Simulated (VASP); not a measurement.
The system is InAs.

```xyz
4
Lattice="0.0000 3.8952 3.8952 3.8952 0.0000 3.8952 3.8952 3.8952 0.0000" Properties=species:S:1:pos:R:3 pbc="T T T"
In    3.8952    3.8952    3.8952
In    5.8428    5.8428    5.8428
As    0.0000    0.0000    0.0000
As    1.9476    1.9476    1.9476
```

| Item | Value |
| --- | --- |
| Program | VASP 6.6.1 |
| Task | relaxation of cell and atoms |
| Functional | r2SCAN |
| Potentials or basis | VASP PAW PBE potentials, release 64 (In_d, As) |
| Cutoff | 600 eV |
| k mesh | 4 × 4 × 4 |
| Occupations | gaussian, width 0.1 eV |
| Spin | no spin polarisation |

At the start: pressure -8.6 GPa; volume 29.55 Å³/atom.

Task: Where does the relaxation end?

Result: Over 4 steps the energy falls by 273.5 meV/atom and the volume is 22.14 Å³/atom (-25.1 %); space group Fd-3m (No. 227, to 0.1 Å) before and after.

The path:
| step | energy change (eV) | largest force (eV/Å) | pressure (GPa) | volume (Å³) |
| --- | --- | --- | --- | --- |
| 1 | 0.0000 | 0.0000 | -8.63 | 118.20 |
| 2 | -1.0540 | 0.0000 | -2.66 | 93.01 |
| 3 | -1.0935 | 0.0000 | -0.38 | 89.16 |
| 4 | -1.0940 | 0.0000 | 0.07 | 88.56 |

Final structure:
```cif
data_structure
_symmetry_space_group_name_H-M 'P 1'
_symmetry_Int_Tables_number 1
_cell_length_a 5.0033
_cell_length_b 5.0033
_cell_length_c 5.0033
_cell_angle_alpha 60.000
_cell_angle_beta 60.000
_cell_angle_gamma 60.000
_cell_volume 88.56
loop_
_atom_site_label
_atom_site_type_symbol
_atom_site_fract_x
_atom_site_fract_y
_atom_site_fract_z
_atom_site_occupancy
In1 In 0.50000 0.50000 0.50000 1
In2 In 0.75000 0.75000 0.75000 1
As1 As 0.00000 0.00000 0.00000 1
As2 As 0.25000 0.25000 0.25000 1
```

Caveat: the volume moved by over 15 % at a fixed basis, so the end points are rough; the PAW data sets were made with another functional, which shifts forces and pressure a little.
